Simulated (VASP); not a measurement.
# Nb (P6/mmm) in VASP: further runs

Runs on Nb. Level: PBE. Tasks: single point.

Everything below comes from runs of VASP 6.6.1. Logs are shortened: lines on timing, memory, paths and dates and some standing lists are left out, and cuts for length are marked.

**1. The cell of the first run**

Symmetry: P6/mmm, No. 191, hexagonal system. Conventional cell: a = 5.007 Å, b = 5.007 Å, c = 2.757 Å, α = 90.00°, β = 90.00°, γ = 120.00°. Within 3.6 Å of Nb (site symmetry 6/mmm) lie 14 Nb at 2.76 to 3.20 Å. Nb (site symmetry -6m2) has 11 Nb at 2.76 to 3.20 Å within 3.6 Å.

This isn't the form of Nb at room conditions, which is bcc.

**2. Single point, PBE, collinear spin (19.95 Å³/atom)**

The input, INCAR:

```
  PREC = Accurate
  ENCUT = 520
  EDIFF = 1E-6
  ISMEAR = -1
  SIGMA = 0.05
  LREAL = False
  LASPH = True
  NELM = 150
  ALGO = Normal
  ISIF = 2
  LWAVE = False
  LCHARG = False
  ISPIN = 2
  MAGMOM = 1 1 1
  LORBIT = 11
  LMAXMIX = 4
  GGA = PE
  NBANDS = 30
```

The input, KPOINTS:

```
Automatic mesh
0
Gamma
  9 9 13
```

The input, POSCAR:

```
Nb
1.0
    5.0067088266      0.0000000000      0.0000000000
   -2.5033544133      4.3359370332      0.0000000000
    0.0000000000      0.0000000000      2.7565544325
Nb
3
Direct
    0.0000000000      0.0000000000      0.0000000000
    0.3333333333      0.6666666667      0.5000000000
    0.6666666667      0.3333333333      0.5000000000
```

Potentials or basis: VASP PAW PBE potentials, release 64 (Nb_sv).

On the command line:

```console
$ cat potpaw_PBE.64/Nb_sv/POTCAR > POTCAR
$ mpirun -np 1 vasp_std > vasp.out
```

OUTCAR:

```text
PREC = Accurate
   ENCUT = 520
   EDIFF = 1E-6
   ISMEAR = -1
   LREAL = False
   LASPH = True
   NELM = 150
   ISIF = 2
   ISPIN = 2
   LORBIT = 11
   GGA = PE

 ion  position               nearest neighbor table
   1  0.000  0.000  0.000-
   2  0.333  0.667  0.500-   3 2.89   3 2.89   3 2.89
   3  0.667  0.333  0.500-   2 2.89   2 2.89   2 2.89

  LATTYP: Found a hexagonal cell.
 ALAT       =     5.0067088266
 C/A-ratio  =     0.5505721479

  Lattice vectors:

 A1 = (   5.0067088266,   0.0000000000,   0.0000000000)
 A2 = (  -2.5033544133,   4.3359370332,   0.0000000000)
 A3 = (   0.0000000000,   0.0000000000,   2.7565544325)

Analysis of symmetry for initial positions (statically):
=====================================================================
 Subroutine PRICEL returns:
 Original cell was already a primitive cell.

 Routine SETGRP: Setting up the symmetry group for a
 hexagonal supercell.

 Subroutine GETGRP returns: Found 24 space group operations
 (whereof 24 operations were pure point group operations)
 out of a pool of 24 trial point group operations.

The static configuration has the point symmetry D_6h.

Analysis of symmetry for dynamics (positions and initial velocities):
=====================================================================
 Subroutine PRICEL returns:
 Original cell was already a primitive cell.

 Routine SETGRP: Setting up the symmetry group for a
 hexagonal supercell.

 Subroutine GETGRP returns: Found 24 space group operations
 (whereof 24 operations were pure point group operations)
 out of a pool of 24 trial point group operations.

The dynamic configuration has the point symmetry D_6h.

Analysis of structural, dynamic, and magnetic symmetry:
=====================================================================
 Subroutine PRICEL returns:
 Original cell was already a primitive cell.

 Routine SETGRP: Setting up the symmetry group for a
 hexagonal supercell.

 Subroutine GETGRP returns: Found 24 space group operations
 (whereof 24 operations were pure point group operations)
 out of a pool of 24 trial point group operations.

The overall configuration has the point symmetry D_6h.

 Subroutine INISYM returns: Found 24 space group operations
 (whereof 24 operations are pure point group operations),
 and found     1 'primitive' translations

[... 113 lines left out ...]
   IALGO  =     38    algorithm
   IMIX   =      4    mixing-type and parameters
     AMIX     =   0.40;   BMIX     =  1.00
     AMIX_MAG =   1.60;   BMIX_MAG =  1.00
  volume/ion in A,a.u.               =      19.95       134.61
  Fermi-wavevector in a.u.,A,eV,Ry     =   1.419370  2.682221 27.410465  2.014612
  Thomas-Fermi vector in A             =   2.540398
   LORBIT       =     11    0 simple, 1 ext, 2 COOP (PROOUT), +10 PAW based schemes
   GGA     = PE    functional components
   LHFCALC =     F    Hartree Fock is set to
   AEXX    =    0.0000 exact exchange contribution
   IVDW    =     0    specifies the selected vdW correction
   LEPSILON=     F    determine dielectric tensor
   LRPA    =     F    only Hartree local field effects (RPA)
 spin polarized calculation
  energy-cutoff  :      520.00
  volume of cell :       59.84
 maximum number of plane-waves:      1636
 NGX is ok and might be reduce to    40
   NGX = 19   NGY = 19   NGZ = 11

 number of electron      38.9999999 magnetization      -0.0009059

 number of electron      38.9999999 magnetization       0.0001151

 Free energy of the ion-electron system (eV)
  ---------------------------------------------------
  ext. energy  EPLUGINS =         0.00000000
  ---------------------------------------------------
  free energy    TOTEN  =       -29.90204425 eV

  energy without entropy =      -29.87151254  energy(sigma->0) =      -29.88677840

 E-fermi :   9.9965     XC(G=0): -11.9672

 val. band max:        9.9923018164   @ k =   0.1111   0.1111   0.1538
 cond. band min:      10.0041312132   @ k =   0.1111   0.0000   0.4615
 fundamental gap:      0.0118293968
 Fermi energy:         9.9965247351

 spin component 1

 k-point     1 :       0.0000    0.0000    0.0000
  band No.  band energies     occupation
      1     -44.7423      1.00000
      2     -44.6227      1.00000
      3     -44.5620      1.00000
      4     -20.9931      1.00000
      5     -20.9931      1.00000
      6     -20.8416      1.00000
[... 781 lines left out ...]
     29      14.4496      0.00000
     30      14.4496      0.00000

 [... further k-points ...]

 spin component 2

 k-point     1 :       0.0000    0.0000    0.0000
  band No.  band energies     occupation
      1     -44.7422      1.00000
      2     -44.6227      1.00000
      3     -44.5619      1.00000
      4     -20.9930      1.00000
      5     -20.9930      1.00000
      6     -20.8416      1.00000
[... 781 lines left out ...]
     29      14.4496      0.00000
     30      14.4496      0.00000

 [... further k-points ...]
[... 5 lines left out ...]
  --------------------------------------------------------------------------------------
  -------------------------------------------------------------------------------------
  Total       -3.8468644     -3.8468644     -4.6775434      0.0000000      0.0000000      0.0000000
  in kB     -102.9948669   -102.9948669   -125.2352352      0.0000000      0.0000000      0.0000000
  external PRESSURE =    -110.4083230 kB  Pullay stress =       0.0000000 kB

 VOLUME and BASIS-vectors are now :
 -----------------------------------------------------------------------------
  energy-cutoff  :      520.00
  volume of cell :       59.84
      direct lattice vectors                 reciprocal lattice vectors
     5.006708827  0.000000000  0.000000000     0.199732007  0.115315328  0.000000000
    -2.503354413  4.335937033  0.000000000     0.000000000  0.230630655  0.000000000
     0.000000000  0.000000000  2.756554433     0.000000000  0.000000000  0.362771723

 POSITION                                       TOTAL-FORCE (eV/Angst)
 -----------------------------------------------------------------------------------
      0.00000      0.00000      0.00000         0.000000     -0.000000      0.000000
     -0.00000      2.89062      1.37828         0.000000     -0.000000      0.000000
      2.50335      1.44531      1.37828        -0.000000      0.000000      0.000000
 -----------------------------------------------------------------------------------
    total drift:                                0.000000     -0.000000      0.000000

  FREE ENERGIE OF THE ION-ELECTRON SYSTEM (eV)
  ---------------------------------------------------
  free  energy   TOTEN  =       -29.9020442519 eV

  energy  without entropy=      -29.8715125439  energy(sigma->0) =      -29.88677840

 total charge

# of ion       s       p       d       tot
------------------------------------------
    1        2.202   5.996   2.358  10.556
    2        2.213   5.980   2.446  10.639
    3        2.213   5.980   2.446  10.639
--------------------------------------------------
tot          6.627  17.957   7.250  31.835

 magnetization (x)

# of ion       s       p       d       tot
------------------------------------------
    1        0.000   0.000  -0.000  -0.000
    2        0.000   0.000   0.000   0.000
    3        0.000   0.000   0.000   0.000
--------------------------------------------------
tot          0.000   0.000   0.000   0.000
```

It took 2.7 min on 1 thread of AMD EPYC 9R45 (Zen 5), shared host; peak memory 0.32 GiB.

Results:

| Property | Result |
| --- | --- |
| Free energy | -29.9020 eV |
| Pressure | -11.0 GPa |
| Net moment | 0.00 μB per cell |
| Valence electrons inside the program's atomic spheres | Nb 10.56, 10.64 (each value once) |

Stress tensor (GPa, compression positive):
```
-10.30   0.00   0.00
  0.00 -10.30   0.00
  0.00   0.00 -12.52
```

Caveat: the cell stands under tension.

**3. Single point, PBE, collinear spin (20.69 Å³/atom)**

This run uses another cell than the first one, of 20.69 Å³/atom.

The input, INCAR:

```
SYSTEM = Nb
  ALGO = Normal
  EDIFF = 1E-7
  ENCUT = 520
  GGA = PE
  ISIF = 2
  ISMEAR = -1
  ISPIN = 2
  LASPH = .True.
  LCHARG = .True.
  LELF = .True.
  LMAXMIX = 4
  LORBIT = 11
  LREAL = .False.
  LVHAR = .True.
  LWAVE = .False.
  MAGMOM = 1 1 1
  NBANDS = 30
  NELM = 150
  PREC = Accurate
  SIGMA = 0.05
```

The input, KPOINTS:

```
k-points
0
Gamma
  9 9 13
  0 0 0
```

The input, POSCAR:

```
Nb
1.0
    5.0677722694      0.0000000000      0.0000000000
   -2.5338861347      4.3888195259      0.0000000000
    0.0000000000      0.0000000000      2.7901742633
Nb
3
Direct
    0.0000000000      0.0000000000      0.0000000000
    0.3333333333      0.6666666667      0.5000000000
    0.6666666667      0.3333333333      0.5000000000
```

Potentials or basis: VASP PAW PBE potentials, release 64 (Nb_sv).

On the command line:

```console
$ cat potpaw_PBE.64/Nb_sv/POTCAR > POTCAR
$ mpirun -np 1 vasp_std > vasp.out
```

Wall time 3.4 min (1 thread of AMD EPYC 9R45 (Zen 5), shared host); peak memory 0.32 GiB.

Results (log left out):

```yaml
Free_energy: -29.7219 eV
Pressure: -15.1 GPa
Net_moment: 0.00 μB per cell
Valence_electrons_inside_the_program's_atomic_spheres: Nb 10.52, 10.60 (each value once)
```

Stress tensor (GPa, compression positive):
```
-14.18   0.00   0.00
  0.00 -14.18   0.00
  0.00   0.00 -16.88
```

Levels at points of the mesh, in eV from the Fermi level:
Spin up:
| k point | band 18 | band 19 | band 20 | band 21 | band 22 | band 23 |
| --- | --- | --- | --- | --- | --- | --- |
| (0.00, 0.00, 0.00) | -1.10 | -1.10 | -0.82 | 0.61 | 0.61 | 2.59 |
Spin down:
```csv
k point,band 16,band 17,band 18,band 19,band 20,band 21,band 22,band 23,band 24,band 25
"(0.00, 0.00, 0.00)",-1.12,-1.12,-1.10,-1.10,-0.82,0.61,0.61,2.59,2.59,2.60
```

Caveat: the cell stands under tension.
